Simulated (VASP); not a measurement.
# Ge in VASP: a series of runs, part 2 of 2

VASP 6.6.1.

## Step 3: Single point, PBE (atoms displaced along several vibrational modes)

Contents of INCAR:

```
SYSTEM = Ge
PREC = Accurate ; ENCUT = 520
EDIFF = 1E-6 ; ISMEAR = 0
SIGMA = 0.15 ; LREAL = .False.
LASPH = .True. ; NELM = 100
ALGO = Normal ; ISIF = 2
LWAVE = .False. ; LCHARG = .True.
GGA = PE ; LVHAR = .True.
NBANDS = 66 ; KPAR = 4
```

Contents of KPOINTS:

```
Automatic mesh
0
Gamma
  10 6 6
  0 0 0
```

Contents of POSCAR:

```
Ge
1.0
   -4.0584862901      0.0000000000      0.0000000000
    0.0000000000      0.0000000000     -6.6930647500
    0.0000000000     -7.0295044562      0.0000000000
Ge
8
Direct
    0.0776151445      0.9372088633      0.3669345639
    0.5776151445      0.9372088633      0.8669345639
    0.4223848555      0.4372088633      0.1330654361
   -0.0776151445      0.4372088633      0.6330654361
   -0.0776151445      0.5627911367      0.2997321027
    0.4223848555      0.5627911367      0.7997321027
    0.5776151445      0.0627911367      0.2002678973
    0.0776151445      0.0627911367      0.7002678973
```

Potentials or basis: VASP PAW PBE potentials, release 64 (Ge_d).

Started as:

```console
> cat potpaw_PBE.64/Ge_d/POTCAR > POTCAR
> mpirun -np 4 vasp_std > vasp.out
```

OUTCAR:

```text
SYSTEM = Ge
   PREC = Accurate
   ENCUT = 520
   EDIFF = 1E-6
   ISMEAR = 0
   LREAL = .False.
   LASPH = .True.
   NELM = 100
   ISIF = 2
   GGA = PE

 ion  position               nearest neighbor table
   1  0.078  0.937  0.367-   7 2.49   7 2.49   8 2.49   5 2.63
   2  0.578  0.937  0.867-   8 2.49   8 2.49   7 2.49   6 2.63
   3  0.422  0.437  0.133-   5 2.49   5 2.49   6 2.49   7 2.63
   4  0.922  0.437  0.633-   6 2.49   6 2.49   5 2.49   8 2.63
   5  0.922  0.563  0.300-   3 2.49   3 2.49   4 2.49   1 2.63
   6  0.422  0.563  0.800-   4 2.49   4 2.49   3 2.49   2 2.63
   7  0.578  0.063  0.200-   1 2.49   1 2.49   2 2.49   3 2.63
   8  0.078  0.063  0.700-   2 2.49   2 2.49   1 2.49   4 2.63

  LATTYP: Found a simple orthorhombic cell.
 ALAT       =     4.0584862901
 B/A-ratio  =     1.6491529776
 C/A-ratio  =     1.7320508076

  Lattice vectors:

 A1 = (  -4.0584862901,   0.0000000000,   0.0000000000)
 A2 = (   0.0000000000,   0.0000000000,  -6.6930647500)
 A3 = (   0.0000000000,  -7.0295044562,   0.0000000000)

Analysis of symmetry for initial positions (statically):
=====================================================================
 Subroutine PRICEL returns following result:

  LATTYP: Found a hexagonal cell.
 ALAT       =     4.0584862901
 C/A-ratio  =     1.6491529776

  Lattice vectors:

 A1 = (  -2.0292431451,  -3.5147522281,   0.0000000000)
 A2 = (  -2.0292431451,   3.5147522281,   0.0000000000)
 A3 = (   0.0000000000,   0.0000000000,  -6.6930647500)

   2 primitive cells build up your supercell.

 Routine SETGRP: Setting up the symmetry group for a
 simple orthorhombic supercell.

 Subroutine GETGRP returns: Found  2 space group operations
 (whereof  1 operations were pure point group operations)
 out of a pool of  8 trial point group operations.

The static configuration has the point symmetry C_1 .
 The point group associated with its full space group is C_2 .

[... 145 lines left out ...]
   IALGO  =     38    algorithm
   IMIX   =      4    mixing-type and parameters
     AMIX     =   0.40;   BMIX     =  1.00
     AMIX_MAG =   1.60;   BMIX_MAG =  1.00
  volume/ion in A,a.u.               =      23.87       161.07
  Fermi-wavevector in a.u.,A,eV,Ry     =   1.370386  2.589654 25.551165  1.877958
  Thomas-Fermi vector in A             =   2.496177
   LORBIT       =      0    0 simple, 1 ext, 2 COOP (PROOUT), +10 PAW based schemes
   GGA     = PE    functional components
   LHFCALC =     F    Hartree Fock is set to
   AEXX    =    0.0000 exact exchange contribution
   IVDW    =     0    specifies the selected vdW correction
   LEPSILON=     F    determine dielectric tensor
   LRPA    =     F    only Hartree local field effects (RPA)
 non-spin polarized calculation
 Gauss-broadening in eV      SIGMA  =   0.15
  energy-cutoff  :      520.00
  volume of cell :      190.95
 maximum number of plane-waves:      5186
   NGX = 15   NGY = 25   NGZ = 27

 number of electron     112.0000016 magnetization

 Free energy of the ion-electron system (eV)
  ---------------------------------------------------
  ext. energy  EPLUGINS =         0.00000000
  ---------------------------------------------------
  free energy    TOTEN  =       -35.45180253 eV

  energy without entropy =      -35.44579259  energy(sigma->0) =      -35.44879756

 E-fermi :   4.5969     XC(G=0):  -9.7322

 val. band max:        4.5877872155   @ k =   0.5000   0.3333   0.5000
 cond. band min:       4.6321314356   @ k =   0.0000   0.3333   0.0000
 fundamental gap:      0.0443442201
 Fermi energy:         4.5968697926

 k-point     1 :       0.0000    0.0000    0.0000
  band No.  band energies     occupation
      1     -20.3134      2.00000
      2     -20.3090      2.00000
      3     -20.3041      2.00000
      4     -20.3002      2.00000
      5     -20.2969      2.00000
      6     -20.2919      2.00000
[... 1645 lines left out ...]
     65       9.2675      0.00000
     66       9.2675      0.00000

 [... further k-points ...]
[... 5 lines left out ...]
  --------------------------------------------------------------------------------------
  -------------------------------------------------------------------------------------
  Total       -0.3372990      0.2228236     -3.0401836     -0.9622339      0.0000000      0.0000000
  in kB       -2.8301651      1.8696399    -25.5091843     -8.0737894      0.0000000      0.0000000
  external PRESSURE =      -8.8232365 kB  Pullay stress =       0.0000000 kB

 VOLUME and BASIS-vectors are now :
 -----------------------------------------------------------------------------
  energy-cutoff  :      520.00
  volume of cell :      190.95
      direct lattice vectors                 reciprocal lattice vectors
    -4.058486290  0.000000000  0.000000000    -0.246397284  0.000000000  0.000000000
     0.000000000  0.000000000 -6.693064750     0.000000000  0.000000000 -0.149408386
     0.000000000 -7.029504456  0.000000000     0.000000000 -0.142257538  0.000000000

 POSITION                                       TOTAL-FORCE (eV/Angst)
 -----------------------------------------------------------------------------------
     -0.31500     -2.57937     -6.27280         0.235885      0.204626      0.415601
     -2.34424     -6.09412     -6.27280         0.235885      0.204626      0.415601
     -1.71424     -0.93538     -2.92627        -0.235885     -0.204626      0.415601
     -3.74349     -4.45014     -2.92627        -0.235885     -0.204626      0.415601
     -3.74349     -2.10697     -3.76680        -0.366028     -0.244336     -0.415601
     -1.71424     -5.62172     -3.76680        -0.366028     -0.244336     -0.415601
     -2.34424     -1.40778     -0.42027         0.366028      0.244336     -0.415601
     -0.31500     -4.92254     -0.42027         0.366028      0.244336     -0.415601
 -----------------------------------------------------------------------------------
    total drift:                               -0.000000      0.000000      0.000322

  FREE ENERGIE OF THE ION-ELECTRON SYSTEM (eV)
  ---------------------------------------------------
  free  energy   TOTEN  =       -35.4518025273 eV

  energy  without entropy=      -35.4457925930  energy(sigma->0) =      -35.44879756
```

It took 4.7 min on 4 MPI ranks of Intel Xeon Platinum 8488C (Sapphire Rapids), shared host; peak memory 1 GiB.

What came out:

| Property | Result |
| --- | --- |
| Free energy | -35.4518 eV |
| Pressure | -0.9 GPa |
| Largest force | 0.605 eV/Å |
| Band gap on the k mesh | zero (bands 56 and 57 overlap by 0.14 eV) |

Forces in eV/Å, atoms in the order of the input:
```
Ge   0.236  0.205  0.416
Ge   0.236  0.205  0.416
Ge  -0.236 -0.205  0.416
Ge  -0.236 -0.205  0.416
Ge  -0.366 -0.244 -0.416
Ge  -0.366 -0.244 -0.416
Ge   0.366  0.244 -0.416
Ge   0.366  0.244 -0.416
```

Levels at points of the mesh, in eV from the Fermi level:
```tsv
k point	band 53	band 54	band 55	band 56	band 57	band 58	band 59	band 60
(0.00, 0.00, 0.00)	-1.31	-0.74	-0.31	-0.18	0.17	0.24	0.75	1.18
(0.50, 0.00, 0.00)	-2.81	-2.81	-2.09	-2.09	1.25	1.25	3.07	3.07
(0.00, 0.50, 0.00)	-0.94	-0.94	-0.82	-0.82	0.25	0.25	0.38	0.38
(0.50, 0.50, 0.00)	-1.92	-1.92	-1.92	-1.92	1.20	1.20	1.20	1.20
(0.00, 0.00, 0.50)	-1.43	-1.43	-0.70	-0.70	1.14	1.14	1.26	1.26
(0.50, 0.00, 0.50)	-2.70	-2.38	-1.87	-1.49	0.60	0.79	1.08	1.43
(0.00, 0.50, 0.50)	-1.75	-1.75	-1.75	-1.75	1.13	1.13	1.13	1.13
(0.50, 0.50, 0.50)	-2.27	-2.27	-2.01	-2.01	0.19	0.19	0.36	0.36
```

Caveat: the cell differs from its parent crystal (atoms displaced along several vibrational modes); semilocal functionals underestimate gaps, and a narrow one can read as zero.

## Step 4: Single point, PBE (atoms displaced along a vibrational mode)

Contents of INCAR:

```
SYSTEM = Ge
  PREC = Accurate
  ENCUT = 520
  EDIFF = 1E-7
  ISMEAR = 0
  SIGMA = 0.15
  LREAL = .False.
  LASPH = .True.
  NELM = 60
  ALGO = Fast
  ISIF = 2
  LWAVE = .False.
  LCHARG = .False.
  GGA = PE
  NBANDS = 66
```

Contents of KPOINTS:

```
regular mesh
0
Gamma
  10 6 6
  0 0 0
```

Contents of POSCAR:

```
Ge
1.0
   -4.0584862901      0.0000000000      0.0000000000
    0.0000000000      0.0000000000     -6.6930647500
    0.0000000000     -7.0295044562      0.0000000000
Ge
8
Direct
    0.0000000000      0.9372088633      0.3445290016
    0.5000000000      0.9372088633      0.8445290016
    0.5000000000      0.4372088633      0.1554709984
    0.0000000000      0.4372088633      0.6554709984
    0.0000000000      0.5627911367      0.3221376650
    0.5000000000      0.5627911367      0.8221376650
    0.5000000000      0.0627911367      0.1778623350
    0.0000000000      0.0627911367      0.6778623350
```

Started as:

```console
> cat potpaw_PBE.64/Ge_d/POTCAR > POTCAR
> mpirun -np 1 vasp_std > vasp.out
```

Wall time 41 min (1 thread of Oxide Virtual Turin-like, shared host); peak memory 0.78 GiB.

It converged, with:

```yaml
Free_energy: -35.9865 eV
Pressure: -0.1 GPa
Largest_force: 0.071 eV/Å
Band_gap_on_the_k_mesh: 0.05 eV
```

Forces in eV/Å, atoms in the order of the input:
```
Ge   0.000  0.066  0.026
Ge   0.000  0.066  0.026
Ge   0.000 -0.066  0.026
Ge   0.000 -0.066  0.026
Ge   0.000 -0.060 -0.026
Ge   0.000 -0.060 -0.026
Ge   0.000  0.060 -0.026
Ge   0.000  0.060 -0.026
```

Stress tensor (GPa, compression positive):
```
 0.01  0.00  0.00
 0.00 -0.08  0.00
 0.00  0.00 -0.22
```

Levels at points of the mesh, in eV from the valence-band top:
```
           k point  band 54  band 55  band 56  band 57  band 58  band 59
(0.00, 0.00, 0.00)    -0.34    -0.17    -0.07     0.15     0.17     0.64
(0.50, 0.00, 0.00)    -2.48    -2.32    -2.32     2.08     2.08     3.24
(0.00, 0.50, 0.00)    -0.76    -0.76    -0.76     0.56     0.56     0.60
(0.50, 0.50, 0.00)    -2.10    -2.10    -2.10     1.53     1.53     1.53
(0.00, 0.00, 0.50)    -1.18    -0.73    -0.73     1.04     1.04     1.65
(0.50, 0.00, 0.50)    -2.57    -1.34    -1.34     0.65     0.65     1.56
(0.00, 0.50, 0.50)    -1.64    -1.64    -1.64     1.35     1.35     1.35
(0.50, 0.50, 0.50)    -2.20    -2.20    -2.20     0.56     0.56     0.56
```

Caveat: the cell differs from its parent crystal (atoms displaced along a vibrational mode); the smearing spreads over this small gap.

## Step 5: The runs side by side

| cell | gap on the mesh (eV) | pressure (GPa) | largest force (eV/Å) |
| --- | --- | --- | --- |
| as given, atomic positions A | none | -0.7 | 0.53 |
| as given, atomic positions B | none | -0.9 | 0.61 |
| as given, atomic positions C | 0.05 | -0.1 | 0.07 |

Alike in all rows: task single point; level PBE; potentials or basis VASP PAW PBE potentials, release 64 (Ge_d); no spin polarisation; k mesh 10 × 6 × 6; cutoff (eV) 520; smearing gaussian 0.15 eV.

Caveats: semilocal functionals underestimate gaps, and a narrow one can read as zero (at least some runs); the smearing spreads over this small gap (at least some runs).

Absolute energies hang on the potentials; compare differences alone.

The gap in the log of VASP goes by the Fermi energy; the results here count the filled bands.